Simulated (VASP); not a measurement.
A run of VASP 6.6.1:

Contents of INCAR:

```
PREC = Accurate
ENCUT = 520
EDIFF = 1E-6
ISMEAR = -1
SIGMA = 0.05
LREAL = F
LASPH = T
NELM = 80
ALGO = Normal
ISIF = 2
LWAVE = F
LCHARG = F
GGA = PE
NBANDS = 49
```

KPOINTS

```
Automatic mesh
0
Gamma
  8 8 1
```

File POSCAR:

```
MoS2
1.0
    3.1853485331      0.0000000000      0.0000000000
   -1.5926742665      2.7585927496      0.0000000000
    0.0000000000      0.0000000000     29.8513809506
Mo S
3 6
Direct
    0.3333333333      0.6666666667      0.2484001720
    0.3333333333      0.6666666667      0.7515998280
    0.6666666667      0.3333333333      0.0000000000
    0.6666666667      0.3333333333      0.1960509741
    0.6666666667      0.3333333333      0.6992552760
    0.3333333333      0.6666666667      0.9476528744
    0.6666666667      0.3333333333      0.3007447240
    0.6666666667      0.3333333333      0.8039490259
    0.3333333333      0.6666666667      0.0523471256
```

Potentials or basis: VASP PAW PBE potentials, release 64 (Mo_sv, S).

Command:

```sh
$ cat potpaw_PBE.64/Mo_sv/POTCAR potpaw_PBE.64/S/POTCAR > POTCAR
$ mpirun -np 1 vasp_std > vasp.out
```

Hardware: 1 thread of Intel Xeon 8259CL, with other jobs on the host.

**Question.** Estimate the wall time of this run.

**Answer.** It took 5.9 min on 1 thread of Intel Xeon 8259CL, with other jobs on the host, peak memory 0.4 GiB. Counts: scf iterations 24, k points 10.
